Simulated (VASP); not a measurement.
# C: single point with PBE

Slab: C, a slab with vacuum.

```
C
1.0
     2.37228    0.00000    0.00000
    -1.18614    2.05446    0.00000
     0.00000    0.00000    8.23269
C
2
Direct
  0.33333 0.66667 0.00000
  0.66667 0.33333 0.00000
```

```
Program             : VASP 6.6.1
Task                : single point
Functional          : PBE
Potentials or basis : VASP PAW PBE potentials, release 64 (C)
Cutoff              : 600 eV
k mesh              : 6 × 6 × 2
Occupations         : gaussian, width 0.1 eV
Spin                : no spin polarisation
```

The band gap on the k mesh is zero (filled and empty bands touch).

Levels at points of the mesh, in eV from the Fermi level:
```
           k point  band 1  band 2  band 3  band 4  band 5  band 6  band 7  band 8  band 9
(0.00, 0.00, 0.00)  -20.47   -8.43   -2.98   -2.98    2.58    5.11    6.90    9.10    9.10
(0.50, 0.00, 0.00)  -14.68  -14.01   -6.74   -2.60    1.72    8.55   11.14   11.27   13.13
(0.00, 0.00, 0.50)  -20.47   -8.43   -2.98   -2.98    3.41    3.41    9.09    9.10    9.10
(0.50, 0.00, 0.50)  -14.68  -14.01   -6.74   -2.60    1.72    8.55   11.75   11.93   12.02
```

Run time: 11 s on 1 thread of AMD EPYC 7R13 Processor (Zen 3) (shared host), peak memory 0.13 GiB.

Caveat: the k points lie up to 0.51 Å⁻¹ apart.
